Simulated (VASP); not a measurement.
# Zn4C (P4/mmm) in VASP: a series of runs

Runs on Zn4C. Level: PBE. Tasks: single point.

Everything below comes from runs of VASP 6.6.1. Logs are shortened: lines on timing, memory, paths and dates and some standing lists are left out, and cuts for length are marked.

### 1 The cell of the first run

The structure is tetragonal, space group P4/mmm (No. 123). The conventional cell has a = 2.944 Å, b = 2.944 Å, c = 8.663 Å, α = 90.00°, β = 90.00°, γ = 90.00°. Within 3.5 Å of Zn (site symmetry 4mm) lie 10 Zn at 2.63 to 3.40 Å and 4 C at 3.36 Å. Within 2.8 Å of Zn (site symmetry 4/mmm) lie 4 C at 2.08 Å and 2 Zn at 2.63 Å. Zn (site symmetry 4/mmm) has 12 Zn at 2.69 to 2.94 Å within 3.5 Å. Within 2.8 Å of C (site symmetry 4/mmm) lie 4 Zn at 2.08 Å.

The cell was built from a structure type or drawn by symmetry, and may not be a known phase.

### 2 Single point, PBE

INCAR reads:

```
  ALGO = Normal
  EDIFF = 1E-6
  ENCUT = 520
  GGA = PE
  ISIF = 2
  ISMEAR = 0
  LASPH = True
  LCHARG = False
  LREAL = False
  LWAVE = False
  NBANDS = 34
  NELM = 100
  PREC = Accurate
  SIGMA = 0.1
```

KPOINTS reads:

```
k-points
0
Gamma
  12 12 6
```

POSCAR reads:

```
Zn4C
1.0
    2.9443057999      0.0000000000      0.0000000000
    0.0000000000      2.9443057999      0.0000000000
    0.0000000000      0.0000000000      8.6633878067
Zn C
4 1
Direct
    0.5000000000      0.5000000000      0.3039340252
    0.5000000000      0.5000000000      0.6960659748
    0.5000000000      0.5000000000      0.0000000000
    0.0000000000      0.0000000000      0.5000000000
    0.0000000000      0.0000000000      0.0000000000
```

Potentials or basis: VASP PAW PBE potentials, release 64 (Zn, C).

On the command line:

```bash
$ cat potpaw_PBE.64/Zn/POTCAR potpaw_PBE.64/C/POTCAR > POTCAR
$ mpirun -np 1 vasp_std > vasp.out
```

OUTCAR:

```text
EDIFF = 1E-6
   ENCUT = 520
   GGA = PE
   ISIF = 2
   ISMEAR = 0
   LASPH = True
   LREAL = False
   NELM = 100
   PREC = Accurate

 ion  position               nearest neighbor table
   1  0.500  0.500  0.304-   3 2.63   4 2.69   4 2.69   4 2.69   4 2.69
   2  0.500  0.500  0.696-   3 2.63   4 2.69   4 2.69   4 2.69   4 2.69
   3  0.500  0.500  0.000-   5 2.08   5 2.08   5 2.08   5 2.08   1 2.63   2 2.63
   4  0.000  0.000  0.500-   1 2.69   2 2.69   1 2.69   2 2.69   1 2.69   2 2.69   1 2.69   2 2.69

   5  0.000  0.000  0.000-   3 2.08   3 2.08   3 2.08   3 2.08

  LATTYP: Found a simple tetragonal cell.
 ALAT       =     2.9443057999
 C/A-ratio  =     2.9424212006

  Lattice vectors:

 A1 = (   2.9443057999,   0.0000000000,   0.0000000000)
 A2 = (   0.0000000000,   2.9443057999,   0.0000000000)
 A3 = (   0.0000000000,   0.0000000000,   8.6633878067)

Analysis of symmetry for initial positions (statically):
=====================================================================
 Subroutine PRICEL returns:
 Original cell was already a primitive cell.

 Routine SETGRP: Setting up the symmetry group for a
 simple tetragonal supercell.

 Subroutine GETGRP returns: Found 16 space group operations
 (whereof 16 operations were pure point group operations)
 out of a pool of 16 trial point group operations.

The static configuration has the point symmetry D_4h.

Analysis of symmetry for dynamics (positions and initial velocities):
=====================================================================
 Subroutine PRICEL returns:
 Original cell was already a primitive cell.

 Routine SETGRP: Setting up the symmetry group for a
 simple tetragonal supercell.

 Subroutine GETGRP returns: Found 16 space group operations
 (whereof 16 operations were pure point group operations)
 out of a pool of 16 trial point group operations.

The dynamic configuration has the point symmetry D_4h.

 Subroutine INISYM returns: Found 16 space group operations
 (whereof 16 operations are pure point group operations),
 and found     1 'primitive' translations

----------------------------------------------------------------------------------------

                                     Primitive cell

  volume of cell :      75.1024

  direct lattice vectors                    reciprocal lattice vectors
     2.944305800  0.000000000  0.000000000     0.339638634  0.000000000  0.000000000
     0.000000000  2.944305800  0.000000000     0.000000000  0.339638634  0.000000000
     0.000000000  0.000000000  8.663387807     0.000000000  0.000000000  0.115428285

  length of vectors
     2.944305800  2.944305800  8.663387807     0.339638634  0.339638634  0.115428285

  position of ions in fractional coordinates (direct lattice)
     0.500000000  0.500000000  0.303934025
     0.500000000  0.500000000  0.696065975
     0.500000000  0.500000000  0.000000000
     0.000000000  0.000000000  0.500000000
     0.000000000  0.000000000  0.000000000

  ion indices of the primitive-cell ions
   primitive index   ion index
                 1           1
                 2           2
                 3           3
                 4           4
                 5           5

----------------------------------------------------------------------------------------

 KPOINTS: k-points

Automatic generation of k-mesh.
 Grid dimensions read from file:
 generate k-points for:   12   12    6

 Generating k-lattice:

  Cartesian coordinates                     Fractional coordinates (reciprocal lattice)
     0.028303220  0.000000000  0.000000000     0.083333333  0.000000000  0.000000000
     0.000000000  0.028303220  0.000000000     0.000000000  0.083333333  0.000000000
     0.000000000  0.000000000  0.019238048     0.000000000  0.000000000  0.166666667

  Length of vectors
     0.028303220  0.028303220  0.019238048

  Shift w.r.t. Gamma in fractional coordinates (k-lattice)
     0.000000000  0.000000000  0.000000000

 Subroutine IBZKPT returns following result:
 ===========================================

 Found    112 irreducible k-points:

 Following reciprocal coordinates:
            Coordinates               Weight
  0.000000  0.000000  0.000000      1.000000
  0.083333  0.000000  0.000000      4.000000
  0.166667  0.000000  0.000000      4.000000
  0.250000  0.000000  0.000000      4.000000
  0.333333  0.000000  0.000000      4.000000
  0.416667  0.000000  0.000000      4.000000
[... 16 lines left out ...]
  0.333333  0.333333  0.000000      4.000000
  0.416667  0.333333  0.000000      8.000000
 [... further k-points ...]
   k-points           NKPTS =    112   k-points in BZ     NKDIM =    112   number of bands    NBANDS=     34
   number of dos      NEDOS =    301   number of ions     NIONS =      5
   total plane-waves  NPLWV =  36864
   dimension x,y,z NGX =    24 NGY =   24 NGZ =   64
   dimension x,y,z NGXF=    48 NGYF=   48 NGZF=  128
   ions per type =               4   1
[... 26 lines left out ...]
   EFERMI =   0.00;   METHOD = LEGACY
   ISMEAR =     0;   SIGMA  =   0.10  broadening in eV -4-tet -1-fermi 0-gaus
   EFERMI_NEDOS =   21; number of points for ismear=-14 and -15
   IALGO  =     38    algorithm
   IMIX   =      4    mixing-type and parameters
     AMIX     =   0.40;   BMIX     =  1.00
     AMIX_MAG =   1.60;   BMIX_MAG =  1.00
  volume/ion in A,a.u.               =      15.02       101.36
  Fermi-wavevector in a.u.,A,eV,Ry     =   1.448299  2.736887 28.539153  2.097569
  Thomas-Fermi vector in A             =   2.566155
   LORBIT       =      0    0 simple, 1 ext, 2 COOP (PROOUT), +10 PAW based schemes
   GGA     = PE    functional components
   LHFCALC =     F    Hartree Fock is set to
   AEXX    =    0.0000 exact exchange contribution
   IVDW    =     0    specifies the selected vdW correction
   LEPSILON=     F    determine dielectric tensor
   LRPA    =     F    only Hartree local field effects (RPA)
 non-spin polarized calculation
 Gauss-broadening in eV      SIGMA  =   0.10
  energy-cutoff  :      520.00
  volume of cell :       75.10
 maximum number of plane-waves:      2064
 NGX is ok and might be reduce to    24

 number of electron      52.0000004 magnetization

 Free energy of the ion-electron system (eV)
  ---------------------------------------------------
  ext. energy  EPLUGINS =         0.00000000
  ---------------------------------------------------
  free energy    TOTEN  =        -9.33563353 eV

  energy without entropy =       -9.32415350  energy(sigma->0) =       -9.32989351

 E-fermi :   2.5139     XC(G=0): -11.0506

 val. band max:        2.5038731269   @ k =   0.5000   0.0833   0.3333
 cond. band min:       2.5300204931   @ k =   0.2500   0.0833   0.0000
 fundamental gap:      0.0261473663
 Fermi energy:         2.5139345980

 k-point     1 :       0.0000    0.0000    0.0000
  band No.  band energies     occupation
      1     -10.1777      2.00000
      2      -6.8797      2.00000
      3      -5.5107      2.00000
      4      -5.4740      2.00000
      5      -5.1274      2.00000
      6      -5.0299      2.00000
[... 26 lines left out ...]
     33      12.8348      0.00000
     34      13.1587      0.00000

 k-point     2 :       0.0833    0.0000    0.0000
  band No.  band energies     occupation
      1     -10.0770      2.00000
      2      -6.7694      2.00000
      3      -5.4920      2.00000
      4      -5.4453      2.00000
      5      -5.1756      2.00000
      6      -5.0288      2.00000
[... 26 lines left out ...]
     33      12.9608      0.00000
     34      13.3339      0.00000

 k-point     3 :       0.1667    0.0000    0.0000
  band No.  band energies     occupation
      1      -9.7794      2.00000
      2      -6.4587      2.00000
      3      -5.4427      2.00000
      4      -5.3664      2.00000
      5      -5.2795      2.00000
      6      -5.0360      2.00000
[... 26 lines left out ...]
     33      12.4980      0.00000
     34      13.0521      0.00000
[... 704 lines left out ...]
 k-point    23 :       0.3333    0.3333    0.0000
  band No.  band energies     occupation
      1      -8.0330      2.00000
      2      -5.5109      2.00000
      3      -5.3852      2.00000
      4      -5.3454      2.00000
      5      -5.2257      2.00000
      6      -5.1303      2.00000
[... 26 lines left out ...]
     33       8.4930      0.00000
     34       9.9093      0.00000

 k-point    24 :       0.4167    0.3333    0.0000
  band No.  band energies     occupation
      1      -7.9023      2.00000
      2      -5.5552      2.00000
      3      -5.4260      2.00000
      4      -5.3914      2.00000
      5      -5.2603      2.00000
      6      -5.0751      2.00000
[... 26 lines left out ...]
     33       8.3200      0.00000
     34       8.4218      0.00000

 [... further k-points ...]

------------------------ aborting loop because EDIFF is reached ----------------------------------------

  FORCE on cell =-STRESS in cart. coord.  units (eV):
  Direction    XX          YY          ZZ          XY          YZ          ZX
  --------------------------------------------------------------------------------------
  -------------------------------------------------------------------------------------
  Total        0.2559875      0.2559875      0.1359148      0.0000000      0.0000000     -0.0000000
  in kB        5.4610453      5.4610453      2.8995038      0.0000000      0.0000000     -0.0000000
  external PRESSURE =       4.6071981 kB  Pullay stress =       0.0000000 kB

 VOLUME and BASIS-vectors are now :
 -----------------------------------------------------------------------------
  energy-cutoff  :      520.00
  volume of cell :       75.10
      direct lattice vectors                 reciprocal lattice vectors
     2.944305800  0.000000000  0.000000000     0.339638634  0.000000000  0.000000000
     0.000000000  2.944305800  0.000000000     0.000000000  0.339638634  0.000000000
     0.000000000  0.000000000  8.663387807     0.000000000  0.000000000  0.115428285

 POSITION                                       TOTAL-FORCE (eV/Angst)
 -----------------------------------------------------------------------------------
      1.47215      1.47215      2.63310         0.000000      0.000000     -0.009408
      1.47215      1.47215      6.03029         0.000000      0.000000      0.009408
      1.47215      1.47215      0.00000         0.000000     -0.000000      0.000000
      0.00000      0.00000      4.33169         0.000000     -0.000000      0.000000
      0.00000      0.00000      0.00000         0.000000     -0.000000      0.000000
 -----------------------------------------------------------------------------------
    total drift:                                0.000000     -0.000000     -0.000000

  FREE ENERGIE OF THE ION-ELECTRON SYSTEM (eV)
  ---------------------------------------------------
  free  energy   TOTEN  =        -9.3356335294 eV

  energy  without entropy=       -9.3241534956  energy(sigma->0) =       -9.32989351
```

Run time: 4.7 min. Hardware: 1 thread of Intel Xeon Platinum 8375C at 2.90GHz (Ice Lake), shared host; peak memory 0.33 GiB.

What came out:

- Free energy: -9.3356 eV
- Pressure: 0.5 GPa
- Largest force: 0.009 eV/Å
- Band gap on the k mesh: zero (bands 26 and 27 overlap by 1.69 eV)

Forces in eV/Å, atoms in the order of the input:
```
Zn   0.000  0.000 -0.009
Zn   0.000  0.000  0.009
Zn   0.000  0.000  0.000
Zn   0.000  0.000  0.000
C    0.000  0.000  0.000
```

### 3 Single point, PBE, collinear spin

This run uses another cell than the first one, of the same volume but with other edges.

INCAR reads:

```
PREC     = Accurate       # precision mode
ENCUT    = 520            # plane-wave cutoff, eV
EDIFF    = 1E-6           # SCF threshold, eV
ISMEAR   = 0              # smearing method
SIGMA    = 0.1            # smearing width, eV
LREAL    = False          # projectors in reciprocal space
LASPH    = True           # aspherical terms in the spheres
NELM     = 150            # most SCF steps
ALGO     = Normal         # electronic algorithm
ISIF     = 2              # what is computed and relaxed
LWAVE    = False          # write WAVECAR
LCHARG   = False          # write CHGCAR
ISPIN    = 2              # spin polarisation
MAGMOM   = 0 0 0 0 1      # initial moments
LORBIT   = 11             # projections on sites
GGA      = PE             # functional
NBANDS   = 38             # bands
```

KPOINTS reads:

```
Automatic mesh
0
Gamma
  6 6 4
```

POSCAR reads:

```
Zn4C
1.0
    2.9793926412      0.0000000000      0.0000000000
    0.0000000000      2.9793926412      0.0000000000
    0.0000000000      0.0000000000      8.4666102154
Zn C
4 1
Direct
    0.5000000000      0.5000000000      0.3088325396
    0.5000000000      0.5000000000      0.6911674604
    0.5000000000      0.5000000000      0.0000000000
    0.0000000000      0.0000000000      0.5000000000
    0.0000000000      0.0000000000      0.0000000000
```

Potentials or basis: VASP PAW PBE potentials, release 64 (Zn, C).

On the command line:

```bash
$ cat potpaw_PBE.64/Zn/POTCAR potpaw_PBE.64/C/POTCAR > POTCAR
$ mpirun -np 1 vasp_std > vasp.out
```

Wall time 3.5 min (1 thread of Intel Xeon Platinum 8375C at 2.90GHz (Ice Lake), shared host); peak memory 0.28 GiB.

Results (log left out):

```
Free energy                                           : -9.2641 eV
Pressure                                              : 0.7 GPa
Largest force                                         : 0.005 eV/Å
Net moment                                            : 0.52 μB per cell
Site moments                                          : Zn -0.00, +0.04, +0.00 (each value once); C +0.27 μB
Valence electrons inside the program's atomic spheres : Zn 10.71, 10.90, 10.79 (each value once); C 2.19
```

Forces on the atoms (eV/Å):
```
Zn   0.000  0.000 -0.005
Zn   0.000  0.000  0.005
Zn   0.000  0.000  0.000
Zn   0.000  0.000  0.000
C    0.000  0.000  0.000
```

Levels at points of the mesh, in eV from the Fermi level:
Spin up:
```tsv
k point	band 24	band 25	band 26	band 27	band 28	band 29
(0.00, 0.00, 0.00)	-2.36	-0.86	-0.36	-0.36	4.06	5.49
(0.50, 0.00, 0.00)	-3.88	-2.14	-1.98	0.46	2.03	2.59
(0.50, 0.50, 0.00)	-0.60	-0.60	-0.34	-0.26	1.22	1.43
(0.00, 0.00, 0.50)	-4.51	-0.36	-0.36	1.59	2.15	6.80
(0.50, 0.00, 0.50)	-4.02	-1.31	-0.63	-0.44	-0.18	2.03
(0.50, 0.50, 0.50)	-0.73	-0.73	-0.28	-0.22	0.55	1.31
```
Spin down:
```csv
k point,band 24,band 25,band 26,band 27,band 28,band 29
"(0.00, 0.00, 0.00)",-1.96,-0.80,0.08,0.08,4.54,5.76
"(0.50, 0.00, 0.00)",-3.88,-2.00,-1.93,1.12,2.50,2.63
"(0.50, 0.50, 0.00)",-0.59,-0.59,-0.35,0.72,1.23,1.39
"(0.00, 0.00, 0.50)",-4.24,0.08,0.08,2.12,2.28,7.02
"(0.50, 0.00, 0.50)",-4.00,-1.30,-0.41,-0.21,0.12,2.50
"(0.50, 0.50, 0.50)",-0.73,-0.73,-0.24,0.53,0.60,1.44
```

### 4 Single point, PBE, collinear spin

This run uses another cell than the first one, of 17.38 Å³/atom.

INCAR reads:

```
SYSTEM = Zn4C
ALGO     = Normal         ! electronic algorithm
EDIFF    = 1E-6           ! SCF threshold, eV
ENCUT    = 520            ! plane-wave cutoff, eV
GGA      = PE             ! functional
ISIF     = 2              ! what is computed and relaxed
ISMEAR   = 0              ! smearing method
ISPIN    = 2              ! spin polarisation
LASPH    = .TRUE.         ! aspherical terms in the spheres
LCHARG   = .FALSE.        ! write CHGCAR
LORBIT   = 11             ! projections on sites
LREAL    = .FALSE.        ! projectors in reciprocal space
LWAVE    = .FALSE.        ! write WAVECAR
MAGMOM   = 0 0 0 0 1      ! initial moments
NBANDS   = 38             ! bands
NELM     = 150            ! most SCF steps
PREC     = Accurate       ! precision mode
SIGMA    = 0.1            ! smearing width, eV
```

KPOINTS reads:

```
k-points
0
G
  6 6 4
  0 0 0
```

POSCAR reads:

```
Zn4C
1.0
    3.6988813500      0.0000000000      0.0000000000
    0.0000000000      3.6988813500      0.0000000000
    0.0000000000      0.0000000000      6.3517522600
Zn C
4 1
Direct
    0.5000000000      0.5000000000      0.3055283200
    0.5000000000      0.5000000000      0.6944716800
    0.5000000000      0.5000000000      0.0000000000
    0.0000000000      0.0000000000      0.5000000000
    0.0000000000      0.0000000000      0.0000000000
```

On the command line:

```bash
$ cat potpaw_PBE.64/Zn/POTCAR potpaw_PBE.64/C/POTCAR > POTCAR
$ mpirun -np 1 vasp_std > vasp.out
```

Run time: 3.6 min. Hardware: 1 thread of Intel Xeon Platinum 8375C at 2.90GHz (Ice Lake), shared host; peak memory 0.3 GiB.

The run converged. Its results:

* Free energy: -4.9071 eV
* Pressure: 8.6 GPa
* Largest force: 6.651 eV/Å
* Net moment: 0.50 μB per cell
* Site moments: Zn +0.02, +0.01 (each value once); C +0.17 μB
* Valence electrons inside the program's atomic spheres: Zn 10.90, 11.06, 10.61 (each value once); C 2.02

Forces on the atoms (eV/Å):
```
Zn   0.000  0.000  6.651
Zn   0.000  0.000 -6.651
Zn   0.000  0.000  0.000
Zn   0.000  0.000  0.000
C    0.000  0.000  0.000
```

Stress tensor (GPa, compression positive):
```
-11.21   0.00   0.00
  0.00 -11.21   0.00
  0.00   0.00  48.21
```

Levels at points of the mesh, in eV from the Fermi level:
Spin up:
```
           k point  band 24  band 25  band 26  band 27  band 28  band 29
(0.00, 0.00, 0.00)    -1.68    -0.58    -0.58     1.29     3.24     3.24
(0.50, 0.00, 0.00)    -3.42    -2.23    -1.77     0.59     2.83     3.33
(0.50, 0.50, 0.00)    -3.15    -0.98    -0.96    -0.70    -0.69    -0.12
(0.00, 0.00, 0.50)    -1.47    -0.44    -0.44     1.76     1.82     2.93
(0.50, 0.00, 0.50)    -4.21     0.35     0.61     0.86     1.01     1.69
(0.50, 0.50, 0.50)    -2.56    -2.56    -1.85    -1.22    -1.22     0.97
```
Spin down:
```
           k point  band 23  band 24  band 25  band 26  band 27  band 28  band 29  band 30
(0.00, 0.00, 0.00)    -4.58    -1.52    -0.36    -0.36     1.92     3.33     3.33     4.28
(0.50, 0.00, 0.00)    -3.61    -3.34    -2.19    -1.37     0.88     3.04     3.74     4.12
(0.50, 0.50, 0.00)    -3.02    -3.02    -0.94    -0.91    -0.65    -0.10     0.00     0.00
(0.00, 0.00, 0.50)    -2.87    -1.17    -0.20    -0.20     1.83     2.17     2.99     2.99
(0.50, 0.00, 0.50)    -5.20    -4.11     0.89     0.96     0.96     1.06     1.87     5.33
(0.50, 0.50, 0.50)    -2.80    -2.40    -2.40    -1.63    -1.17    -1.17     1.51     2.37
```

Caveat: the cell stands under pressure; forces of over 1 eV/Å act on the atoms, so gaps and moduli don't describe the material at rest.

### 5 Summary

| spin | cell | k mesh | gap on the mesh (eV) | pressure (GPa) | moment (μB) | largest force (eV/Å) |
| --- | --- | --- | --- | --- | --- | --- |
| off | a = 2.944, b = 2.944, c = 8.663 Å, 5 atoms, atomic positions A | 12 × 12 × 6 | none | 0.5 | - | 0.01 |
| collinear | a = 2.979, b = 2.979, c = 8.467 Å, 5 atoms, atomic positions B | 6 × 6 × 4 | none | 0.7 | 0.52 | 0.01 |
| collinear | a = 3.699, b = 3.699, c = 6.352 Å, 5 atoms, atomic positions C | 6 × 6 × 4 | none | 8.6 | 0.50 | 6.65 |

Alike in all rows: task single point; level PBE; potentials or basis VASP PAW PBE potentials, release 64 (Zn, C); cutoff (eV) 520; smearing gaussian 0.1 eV.

Caveats: the cell stands under pressure (at least some runs); forces of over 1 eV/Å act on the atoms, so gaps and moduli don't describe the material at rest (at least some runs).

Total energies depend on the potentials used, so only differences within one code and one set of settings carry meaning.
